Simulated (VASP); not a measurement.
# Ni (Fm-3m) in VASP: further runs, part 2 of 3

VASP 6.6.1. Earlier steps stand in the parts before.

## (3) Relaxation of cell and atoms, RPBE

This run uses another cell than the first one, of 10.94 Å³/atom, 0.980 times its volume.

File INCAR:

```
SYSTEM = Ni
PREC = Accurate ; ENCUT = 600
EDIFF = 1E-6 ; ISMEAR = -1
SIGMA = 0.1 ; LREAL = .False.
LASPH = .True. ; NELM = 80
ALGO = Normal ; ISIF = 3
LWAVE = .False. ; LCHARG = .False.
GGA = RP ; IBRION = 2
NSW = 80 ; EDIFFG = -0.01
```

File KPOINTS:

```
regular mesh
0
Gamma
  15 15 15
  0 0 0
```

File POSCAR:

```
Ni
1.0
    0.0000000000      1.7619400000      1.7619400000
    1.7619400000      0.0000000000      1.7619400000
    1.7619400000      1.7619400000      0.0000000000
Ni
1
Direct
    0.0000000000      0.0000000000      0.0000000000
```

Potentials or basis: VASP PAW PBE potentials, release 64 (Ni).

Started as:

```console
> cat potpaw_PBE.64/Ni/POTCAR > POTCAR
> mpirun -np 1 vasp_std > vasp.out
```

OUTCAR:

```text
SYSTEM = Ni
   PREC = Accurate
   ENCUT = 600
   EDIFF = 1E-6
   ISMEAR = -1
   LREAL = .False.
   LASPH = .True.
   NELM = 80
   ISIF = 3
   GGA = RP
   IBRION = 2
   NSW = 80
   EDIFFG = -0.01

 ion  position               nearest neighbor table
   1  0.000  0.000  0.000-

  LATTYP: Found a face centered cubic cell.
 ALAT       =     3.5238800000

  Lattice vectors:

 A1 = (   0.0000000000,   1.7619400000,   1.7619400000)
 A2 = (   1.7619400000,   0.0000000000,   1.7619400000)
 A3 = (   1.7619400000,   1.7619400000,   0.0000000000)

Analysis of symmetry for initial positions (statically):
=====================================================================
 Subroutine PRICEL returns:
 Original cell was already a primitive cell.

 Routine SETGRP: Setting up the symmetry group for a
 face centered cubic supercell.

 Subroutine GETGRP returns: Found 48 space group operations
 (whereof 48 operations were pure point group operations)
 out of a pool of 48 trial point group operations.

The static configuration has the point symmetry O_h .

Analysis of symmetry for dynamics (positions and initial velocities):
=====================================================================
 Subroutine PRICEL returns:
 Original cell was already a primitive cell.

 Routine SETGRP: Setting up the symmetry group for a
 face centered cubic supercell.

 Subroutine GETGRP returns: Found 48 space group operations
 (whereof 48 operations were pure point group operations)
 out of a pool of 48 trial point group operations.

The dynamic configuration has the point symmetry O_h .

 Subroutine INISYM returns: Found 48 space group operations
 (whereof 48 operations are pure point group operations),
 and found     1 'primitive' translations

----------------------------------------------------------------------------------------

                                     Primitive cell

  volume of cell :      10.9396

  direct lattice vectors                    reciprocal lattice vectors
     0.000000000  1.761940000  1.761940000    -0.283778108  0.283778108  0.283778108
     1.761940000  0.000000000  1.761940000     0.283778108 -0.283778108  0.283778108
     1.761940000  1.761940000  0.000000000     0.283778108  0.283778108 -0.283778108

  length of vectors
     2.491759444  2.491759444  2.491759444     0.491518102  0.491518102  0.491518102

  position of ions in fractional coordinates (direct lattice)
     0.000000000  0.000000000  0.000000000

  ion indices of the primitive-cell ions
   primitive index   ion index
                 1           1

----------------------------------------------------------------------------------------

 KPOINTS: regular mesh

Automatic generation of k-mesh.
 Grid dimensions read from file:
 generate k-points for:   15   15   15

 Generating k-lattice:

  Cartesian coordinates                     Fractional coordinates (reciprocal lattice)
    -0.018918541  0.018918541  0.018918541     0.066666667  0.000000000  0.000000000
     0.018918541 -0.018918541  0.018918541     0.000000000  0.066666667  0.000000000
     0.018918541  0.018918541 -0.018918541     0.000000000  0.000000000  0.066666667

  Length of vectors
     0.032767873  0.032767873  0.032767873

[... 40 lines left out ...]
   ions per type =               1
   NGX,Y,Z   is equivalent  to a cutoff of  13.34, 13.34, 13.34 a.u.
   NGXF,Y,Z  is equivalent  to a cutoff of  26.69, 26.69, 26.69 a.u.
 SYSTEM =  Ni
   PREC   = accura    normal or accurate (medium, high low for compatibility)
   ISTART =      0    job   : 0-new  1-cont  2-samecut
   ICHARG =      2    charge: 1-file 2-atom 10-const
   ISPIN  =      1    spin polarized calculation?
   LNONCOLLINEAR =      F non collinear calculations
   LSORBIT =      F    spin-orbit coupling
   LASPH  =      T    aspherical Exc in radial PAW
   ENCUT  =  600.0 eV  44.10 Ry    6.64 a.u.   4.98  4.98  4.98*2*pi/ulx,y,z
   NELM   =     80;   NELMIN=  2; NELMDL= -5     # of ELM steps
   EDIFF  = 0.1E-05   stopping-criterion for ELM
   LREAL  =      F    real-space projection
   EDIFFG = -.1E-01   stopping-criterion for IOM
   NSW    =     80    number of steps for IOM
   IBRION =      2    ionic relax: 0-MD 1-quasi-New 2-CG
   NFREE  =      1    steps in history (QN), initial steepest desc. (CG)
   ISIF   =      3    stress and relaxation
   ISYM   =      2    0-nonsym 1-usesym 2-fastsym
   POTIM  = 0.5000    time-step for ionic-motion
   TEBEG  =    0.0;   TEEND  =   0.0 temperature during run
   PSTRESS=    0.0 pullay stress
   NELECT =      10.0000    total number of electrons
   NUPDOWN=      -1.0000    fix difference up-down
   EMIN   =  10.00;   EMAX   =-10.00  energy-range for DOS
   EFERMI =   0.00;   METHOD = LEGACY
   ISMEAR =    -1;   SIGMA  =   0.10  broadening in eV -4-tet -1-fermi 0-gaus
   EFERMI_NEDOS =   21; number of points for ismear=-14 and -15
   IALGO  =     38    algorithm
   IMIX   =      4    mixing-type and parameters
     AMIX     =   0.40;   BMIX     =  1.00
     AMIX_MAG =   1.60;   BMIX_MAG =  1.00
  volume/ion in A,a.u.               =      10.94        73.82
  Fermi-wavevector in a.u.,A,eV,Ry     =   1.588816  3.002428 34.345698  2.524338
  Thomas-Fermi vector in A             =   2.687762
   LORBIT       =      0    0 simple, 1 ext, 2 COOP (PROOUT), +10 PAW based schemes
   GGA     = RP    functional components
   LHFCALC =     F    Hartree Fock is set to
   AEXX    =    0.0000 exact exchange contribution
   IVDW    =     0    specifies the selected vdW correction
   LEPSILON=     F    determine dielectric tensor
   LRPA    =     F    only Hartree local field effects (RPA)
 conjugate gradient relaxation of ions
 non-spin polarized calculation
  energy-cutoff  :      600.00
  volume of cell :       10.94
 maximum number of plane-waves:       375
   NGX =  9   NGY =  9   NGZ =  9

--------------------------------------- Ionic step        1  -------------------------------------------

 number of electron      10.0000010 magnetization

 Free energy of the ion-electron system (eV)
  ---------------------------------------------------
  ext. energy  EPLUGINS =         0.00000000
  ---------------------------------------------------
  free energy    TOTEN  =        -4.94039133 eV

  energy without entropy =       -4.85409820  energy(sigma->0) =       -4.89724476

------------------------ aborting loop because EDIFF is reached ----------------------------------------

  FORCE on cell =-STRESS in cart. coord.  units (eV):
  Direction    XX          YY          ZZ          XY          YZ          ZX
  --------------------------------------------------------------------------------------
  -------------------------------------------------------------------------------------
  Total        0.2762889      0.2762889      0.2762889      0.0000000      0.0000000      0.0000000
  in kB       40.4641668     40.4641668     40.4641668      0.0000000      0.0000000      0.0000000
  external PRESSURE =      40.4641668 kB  Pullay stress =       0.0000000 kB
[... 57 lines left out ...]
--------------------------------------- Ionic step        3  -------------------------------------------

 number of electron      10.0000008 magnetization

 Free energy of the ion-electron system (eV)
  ---------------------------------------------------
  ext. energy  EPLUGINS =         0.00000000
  ---------------------------------------------------
  free energy    TOTEN  =        -4.94329024 eV

  energy without entropy =       -4.85538801  energy(sigma->0) =       -4.89933912

 E-fermi :   8.9862     XC(G=0): -12.9718

 val. band max:        8.9807973653   @ k =   0.4667   0.2000   0.0000
 cond. band min:       8.9875984339   @ k =  -0.3333   0.4000   0.2000
 fundamental gap:      0.0068010686
 Fermi energy:         8.9861804233

 k-point     1 :       0.0000    0.0000    0.0000
  band No.  band energies     occupation
      1       0.3133      2.00000
      2       7.1893      2.00000
      3       7.1893      2.00000
      4       7.1893      2.00000
      5       8.2331      1.99893
      6       8.2331      1.99893
      7      32.5054      0.00000
      8      36.3088      0.00000
      9      36.3088      0.00000
[... 265 lines left out ...]
 k-point    24 :       0.2000    0.1333    0.0000
  band No.  band energies     occupation
      1       1.7892      2.00000
      2       6.7221      2.00000
      3       7.5220      2.00000
      4       7.5581      2.00000
      5       7.9028      1.99996
      6       8.4061      1.99397
      7      28.5483      0.00000
      8      31.0803      0.00000
      9      31.5051      0.00000

 [... further k-points ...]

------------------------ aborting loop because EDIFF is reached ----------------------------------------

  FORCE on cell =-STRESS in cart. coord.  units (eV):
  Direction    XX          YY          ZZ          XY          YZ          ZX
  --------------------------------------------------------------------------------------
  -------------------------------------------------------------------------------------
  Total        0.0012709      0.0012709      0.0012709      0.0000000      0.0000000      0.0000000
  in kB        0.1822030      0.1822030      0.1822030      0.0000000      0.0000000      0.0000000
  external PRESSURE =       0.1822030 kB  Pullay stress =       0.0000000 kB
[... 16 lines left out ...]
  FREE ENERGIE OF THE ION-ELECTRON SYSTEM (eV)
  ---------------------------------------------------
  free  energy   TOTEN  =        -4.9432902363 eV

  energy  without entropy=       -4.8553880100  energy(sigma->0) =       -4.89933912

 reached required accuracy - stopping structural energy minimisation
```

Run time: 12 s. Hardware: 1 thread of Intel Xeon 6975P-C (Granite Rapids), shared host; peak memory 0.14 GiB.

What came out:

* Free energy: -4.9433 eV
* Relaxed volume: 11.18 Å³/atom
* Relaxed cell: a = 2.510 Å, b = 2.510 Å, c = 2.510 Å, α = 60.00°, β = 60.00°, γ = 60.00°
* Space group after relaxing (to 0.05 Å): Fm-3m (No. 225)
* Energy gained by relaxing: 2.9 meV/atom
* Ionic steps: 3
* Pressure after relaxing: 0.0 GPa
* Band gap on the k mesh: zero (band 5 reaches 9.10 eV, above the bottom of band 6 at 8.19 eV)

Step by step:
| step | energy change (eV) | largest force (eV/Å) | pressure (GPa) | volume (Å³) |
| --- | --- | --- | --- | --- |
| 1 | 0.0000 | 0.0000 | 4.05 | 10.94 |
| 2 | -0.0008 | 0.0000 | -3.11 | 11.38 |
| 3 | -0.0029 | 0.0000 | 0.02 | 11.18 |

Final structure:
```
CELL_PARAMETERS angstrom
0.00000 1.77453 1.77453
1.77453 0.00000 1.77453
1.77453 1.77453 0.00000
ATOMIC_POSITIONS crystal
Ni 0.00000 0.00000 0.00000
```

Levels at points of the mesh, in eV from the Fermi level:
```tsv
k point	band 2	band 3	band 4	band 5	band 6	band 7	band 8	band 9
(0.00, 0.00, 0.00)	-1.80	-1.80	-1.80	-0.75	-0.75	23.52	27.32	27.32
```

Caveat: the PAW data sets were made with another functional, which shifts forces and pressure a little; the run has no spin polarisation, though such a crystal can be magnetic. Zero-point motion and thermal expansion aren't in these numbers.

## (4) Single point, RPBE (volume scaled by 0.88)

File INCAR:

```
SYSTEM = Ni
  PREC = Accurate
  ENCUT = 520
  EDIFF = 1E-6
  ISMEAR = -1
  SIGMA = 0.1
  LREAL = .FALSE.
  LASPH = .TRUE.
  NELM = 60
  ALGO = Normal
  ISIF = 2
  LWAVE = .FALSE.
  LCHARG = .TRUE.
  GGA = RP
  LELF = .TRUE.
  LVHAR = .TRUE.
  NBANDS = 11
```

File KPOINTS:

```
Automatic mesh
0
G
  25 25 25
  0 0 0
```

File POSCAR:

```
Ni
1.0
    0.0000000000      1.7000853616      1.7000853616
    1.7000853616      0.0000000000      1.7000853616
    1.7000853616      1.7000853616      0.0000000000
Ni
1
Direct
    0.0000000000      0.0000000000      0.0000000000
```

Started as:

```console
> cat potpaw_PBE.64/Ni/POTCAR > POTCAR
> mpirun -np 1 vasp_std > vasp.out
```

Run time: 17 s. Hardware: 1 thread of Intel Xeon 6975P-C (Granite Rapids), shared host; peak memory 0.16 GiB.

The run converged. Its results:

| Property | Result |
| --- | --- |
| Free energy | -4.8258 eV |
| Pressure | 31.6 GPa |
| Band gap on the k mesh | zero (band 5 reaches 11.06 eV, above the bottom of band 6 at 9.94 eV) |

Levels at points of the mesh, in eV from the Fermi level:
| k point | band 2 | band 3 | band 4 | band 5 | band 6 | band 7 | band 8 | band 9 |
| --- | --- | --- | --- | --- | --- | --- | --- | --- |
| (0.00, 0.00, 0.00) | -2.16 | -2.16 | -2.16 | -0.90 | -0.90 | 24.61 | 29.41 | 29.41 |

Caveat: the cell differs from its parent crystal (volume scaled by 0.88); the PAW data sets were made with another functional, which shifts forces and pressure a little; the run has no spin polarisation, though such a crystal can be magnetic. Spin polarisation is off, so any magnetic state and its effect on volume and gap are missing.

## (5) Single point, RPBE (volume scaled by 0.92)

File INCAR:

```
SYSTEM = Ni
ALGO = Normal
EDIFF = 1E-7
ENCUT = 520
GGA = RP
ISIF = 2
ISMEAR = -1
LASPH = .TRUE.
LCHARG = .FALSE.
LREAL = .FALSE.
LWAVE = .FALSE.
NBANDS = 11
NELM = 100
PREC = Accurate
SIGMA = 0.1
```

File KPOINTS:

```
k-points
0
G
  25 25 25
  0 0 0
```

File POSCAR:

```
Ni
1.0
    0.0000000000      1.7254635115      1.7254635115
    1.7254635115      0.0000000000      1.7254635115
    1.7254635115      1.7254635115      0.0000000000
Ni
1
Direct
    0.0000000000      0.0000000000      0.0000000000
```

Started as:

```console
> cat potpaw_PBE.64/Ni/POTCAR > POTCAR
> mpirun -np 1 vasp_std > vasp.out
```

Wall time 18 s (1 thread of Intel Xeon 6975P-C (Granite Rapids), shared host); peak memory 0.16 GiB.

It converged, with:

| Item | Value |
| --- | --- |
| Free energy | -4.8950 eV |
| Pressure | 18.6 GPa |
| Band gap on the k mesh | zero (band 5 reaches 10.36 eV, above the bottom of band 6 at 9.31 eV) |

Levels at points of the mesh, in eV from the Fermi level:
```csv
k point,band 2,band 3,band 4,band 5,band 6,band 7,band 8,band 9
"(0.00, 0.00, 0.00)",-2.03,-2.03,-2.03,-0.84,-0.84,24.24,28.69,28.69
```

Caveat: the cell differs from its parent crystal (volume scaled by 0.92); the PAW data sets were made with another functional, which shifts forces and pressure a little; the run has no spin polarisation, though such a crystal can be magnetic.

[end of part 2 of 3]
